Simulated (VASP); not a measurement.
# MnO2 (P4_2/mnm) in VASP: further runs, part 2 of 2

VASP 6.6.1.

**4. Relaxation of cell and atoms, LDA, collinear spin, ferromagnetic start**

Contents of INCAR:

```
PREC     = Accurate       # precision mode
ENCUT    = 600            # plane-wave cutoff, eV
EDIFF    = 1E-7           # SCF threshold, eV
ISMEAR   = -1             # smearing method
SIGMA    = 0.05           # smearing width, eV
LREAL    = F              # projectors in reciprocal space
LASPH    = T              # aspherical terms in the spheres
NELM     = 150            # most SCF steps
ALGO     = Normal         # electronic algorithm
ISIF     = 3              # what is computed and relaxed
LWAVE    = F              # write WAVECAR
LCHARG   = F              # write CHGCAR
ISPIN    = 2              # spin polarisation
MAGMOM   = 4 4 0 0 0 0    # initial moments
LORBIT   = 11             # projections on sites
LMAXMIX  = 4              # l up to which the mixer works
GGA      = CA             # functional
IBRION   = 2              # ionic algorithm
NSW      = 60             # ionic steps
EDIFFG   = -0.01          # ionic threshold
```

Contents of KPOINTS:

```
Automatic mesh
0
Gamma
  6 6 9
```

Contents of POSCAR:

```
MnO2
1.0
    4.4004184607      0.0000000000      0.0000000000
    0.0000000000      4.4004184607      0.0000000000
    0.0000000000      0.0000000000      2.8670779400
Mn O
2 4
Direct
    0.5000000000      0.5000000000      0.5000000000
    0.0000000000      0.0000000000      0.0000000000
    0.8049161500      0.1950838500      0.5000000000
    0.6950838500      0.6950838500      0.0000000000
    0.1950838500      0.8049161500      0.5000000000
    0.3049161500      0.3049161500      0.0000000000
```

Potentials or basis: VASP PAW LDA potentials, release 64 (Mn_pv, O).

The run is started by

```console
> cat potpaw_LDA.64/Mn_pv/POTCAR potpaw_LDA.64/O/POTCAR > POTCAR
> mpirun -np 1 vasp_std > vasp.out
```

OUTCAR:

```text
PREC = Accurate
   ENCUT = 600
   EDIFF = 1E-7
   ISMEAR = -1
   LREAL = F
   LASPH = T
   NELM = 150
   ISIF = 3
   ISPIN = 2
   LORBIT = 11
   GGA = CA
   IBRION = 2
   NSW = 60
   EDIFFG = -0.01

 ion  position               nearest neighbor table
   1  0.500  0.500  0.500-   4 1.88   6 1.88   4 1.88   6 1.88   5 1.90   3 1.90
   2  0.000  0.000  0.000-   3 1.88   5 1.88   3 1.88   5 1.88   4 1.90   6 1.90
   3  0.805  0.195  0.500-   2 1.88   2 1.88   1 1.90
   4  0.695  0.695  0.000-   1 1.88   1 1.88   2 1.90
   5  0.195  0.805  0.500-   2 1.88   2 1.88   1 1.90
   6  0.305  0.305  0.000-   1 1.88   1 1.88   2 1.90

  LATTYP: Found a simple tetragonal cell.
 ALAT       =     4.4004184607
 C/A-ratio  =     0.6515466576

  Lattice vectors:

 A1 = (   4.4004184607,   0.0000000000,   0.0000000000)
 A2 = (   0.0000000000,   4.4004184607,   0.0000000000)
 A3 = (   0.0000000000,   0.0000000000,   2.8670779400)

Analysis of symmetry for initial positions (statically):
=====================================================================
 Subroutine PRICEL returns:
 Original cell was already a primitive cell.

 Routine SETGRP: Setting up the symmetry group for a
 simple tetragonal supercell.

 Subroutine GETGRP returns: Found 16 space group operations
 (whereof  8 operations were pure point group operations)
 out of a pool of 16 trial point group operations.

The static configuration has the point symmetry D_2h.
 The point group associated with its full space group is D_4h.
[... 387 lines left out ...]

 number of electron      49.9999983 magnetization       3.3979557

 Free energy of the ion-electron system (eV)
  ---------------------------------------------------
  ext. energy  EPLUGINS =         0.00000000
  ---------------------------------------------------
  free energy    TOTEN  =       -52.96050031 eV

  energy without entropy =      -52.91691574  energy(sigma->0) =      -52.93870803

 E-fermi :   6.2568     XC(G=0): -13.0402

 val. band max:        6.2465928783   @ k =   0.3333   0.3333   0.2222
 cond. band min:       6.2619340166   @ k =   0.1667   0.1667   0.4444
 fundamental gap:      0.0153411383
 Fermi energy:         6.2567967524

 spin component 1

 k-point     1 :       0.0000    0.0000    0.0000
  band No.  band energies     occupation
      1     -43.3692      1.00000
      2     -43.3576      1.00000
      3     -43.2762      1.00000
      4     -43.2762      1.00000
      5     -43.2326      1.00000
      6     -43.2326      1.00000
[... 877 lines left out ...]
     33      17.5804      0.00000
     34      17.5804      0.00000

 [... further k-points ...]

 spin component 2

 k-point     1 :       0.0000    0.0000    0.0000
  band No.  band energies     occupation
      1     -41.8596      1.00000
      2     -41.8596      1.00000
      3     -41.7421      1.00000
      4     -41.7421      1.00000
      5     -41.5970      1.00000
      6     -41.5838      1.00000
[... 912 lines left out ...]
  FREE ENERGIE OF THE ION-ELECTRON SYSTEM (eV)
  ---------------------------------------------------
  free  energy   TOTEN  =       -52.9605003142 eV

  energy  without entropy=      -52.9169157395  energy(sigma->0) =      -52.93870803

 reached required accuracy - stopping structural energy minimisation

 total charge

# of ion       s       p       d       tot
------------------------------------------
    1        0.386   6.538   5.092  12.016
    2        0.386   6.538   5.092  12.016
    3        1.558   3.457   0.000   5.015
    4        1.558   3.457   0.000   5.015
    5        1.558   3.457   0.000   5.015
    6        1.558   3.457   0.000   5.015
--------------------------------------------------
tot          7.004  26.903  10.184  44.090

 magnetization (x)

# of ion       s       p       d       tot
------------------------------------------
    1        0.011   0.021   1.517   1.548
    2        0.011   0.021   1.517   1.548
    3        0.000   0.048   0.000   0.049
    4        0.000   0.048   0.000   0.049
    5        0.000   0.048   0.000   0.049
    6        0.000   0.048   0.000   0.049
--------------------------------------------------
tot          0.023   0.234   3.033   3.290
```

OSZICAR:

```text
N       E                     dE             d eps       ncg     rms          rms(c)
DAV:   1     0.666703185991E+03    0.66670E+03   -0.30550E+04  6864   0.197E+03
[... 127 lines left out ...]
DAV:   4    -0.529605078914E+02    0.12726E-03   -0.59965E-04  7172   0.211E-01    0.423E-02
DAV:   5    -0.529605008299E+02    0.70615E-05   -0.38100E-05  7624   0.475E-02    0.217E-02
DAV:   6    -0.529605000076E+02    0.82230E-06   -0.12364E-05  7116   0.240E-02    0.137E-02
DAV:   7    -0.529604998753E+02    0.13235E-06   -0.74212E-07  7240   0.642E-03    0.110E-02
DAV:   8    -0.529605001348E+02   -0.25949E-06   -0.44059E-07  5498   0.791E-03    0.755E-03
DAV:   9    -0.529605002909E+02   -0.15615E-06   -0.49938E-07  5658   0.892E-03    0.325E-03
DAV:  10    -0.529605003142E+02   -0.23308E-07   -0.29755E-07  5408   0.421E-03
  10 F= -.52960500E+02 E0= -.52938708E+02  d E =-.207699E-03  mag=     3.3978
```

Wall time 35 min (1 thread of Oxide Virtual Turin-like, shared host); peak memory 0.25 GiB.

Results:

```
Free energy                                           : -52.9605 eV
Relaxed volume                                        : 8.61 Å³/atom
Relaxed cell                                          : a = 4.324 Å, b = 4.324 Å, c = 2.763 Å, α = 90.00°, β = 90.00°, γ = 90.00°
Space group after relaxing (to 0.1 Å)                 : P4_2/mnm (No. 136)
Energy gained by relaxing                             : 27.7 meV/atom
Ionic steps                                           : 10
Pressure after relaxing                               : 0.0 GPa
Largest force after relaxing                          : 0.010 eV/Å
Net moment                                            : 3.40 μB per cell
Site moments                                          : Mn +1.55; O +0.05 μB
Valence electrons inside the program's atomic spheres : Mn 12.02; O 5.01
```

Forces on the atoms (eV/Å):
```
Mn   0.000  0.000  0.000
Mn   0.000  0.000  0.000
O   -0.007  0.007  0.000
O    0.007  0.007  0.000
O    0.007 -0.007  0.000
O   -0.007 -0.007  0.000
```

The path:
```
step  energy change (eV)  largest force (eV/Å)  pressure (GPa)  volume (Å³)
   1              0.0000                0.0697          -12.14        55.52
   2             -0.0682                0.9037           11.44        50.06
   3             -0.1420                0.4666           -0.64        52.20
   4             -0.1421                0.4832           -0.33        52.12
   5             -0.1644                0.0360            0.48        51.55
   6             -0.1645                0.0162            0.52        51.52
   7             -0.1659                0.0073           -0.27        51.70
   8             -0.1660                0.0129           -0.48        51.74
   9             -0.1661                0.0291            0.31        51.61
  10             -0.1662                0.0097           -0.03        51.67
```

Final structure:
```cif
data_structure
_symmetry_space_group_name_H-M 'P 1'
_symmetry_Int_Tables_number 1
_cell_length_a 4.3241
_cell_length_b 4.3241
_cell_length_c 2.7633
_cell_angle_alpha 90.000
_cell_angle_beta 90.000
_cell_angle_gamma 90.000
_cell_volume 51.67
loop_
_atom_site_label
_atom_site_type_symbol
_atom_site_fract_x
_atom_site_fract_y
_atom_site_fract_z
_atom_site_occupancy
Mn1 Mn 0.50000 0.50000 0.50000 1
Mn2 Mn 0.00000 0.00000 0.00000 1
O1 O 0.80132 0.19868 0.50000 1
O2 O 0.69868 0.69868 0.00000 1
O3 O 0.19868 0.80132 0.50000 1
O4 O 0.30132 0.30132 0.00000 1
```

Caveat: semilocal functionals often make such compounds metallic where correlation or magnetic order opens a gap, which also shifts bond lengths; the run started ferromagnetic, and an antiferromagnetic order may lie lower in energy. With open d or f shells a metallic result of LDA can be an artefact of self-interaction; +U or a hybrid may open a gap.

**5. The runs side by side**

```csv
task,level,potentials or basis,cell,cutoff (eV),gap on the mesh (eV),pressure (GPa),moment (μB),largest force (eV/Å)
single point,PBE,"VASP PAW PBE potentials, release 64 (Mn_pv, O)","a = 4.400, b = 4.400, c = 2.867 Å, 6 atoms",520,none,6.9,5.99,0.03
single point,r2SCAN,"VASP PAW PBE potentials, release 64 (Mn_pv, O)","a = 4.311, b = 4.311, c = 2.809 Å, 6 atoms",520,0.52,19.2,6.00,0.29
relaxation of cell and atoms,LDA,"VASP PAW LDA potentials, release 64 (Mn_pv, O)","relaxed from a = 4.400, b = 4.400, c = 2.867 Å, 6 atoms",600,none,0.0,3.40,0.01
```

Alike in all rows: spin collinear, ferromagnetic start; k mesh 6 × 6 × 9; smearing fermi-dirac 0.05 eV.

Caveats: the run started ferromagnetic, and an antiferromagnetic order may lie lower in energy; the cell stands under pressure (at least some runs); semilocal functionals often make such compounds metallic where correlation or magnetic order opens a gap, which also shifts bond lengths (at least some runs); semilocal functionals underestimate gaps, and a narrow one can read as zero (at least some runs); the PAW data sets were made with another functional, which shifts forces and pressure a little (at least some runs).

Absolute energies hang on the potentials; compare differences alone.

The gap in the log of VASP goes by the Fermi energy; the results here count the filled bands.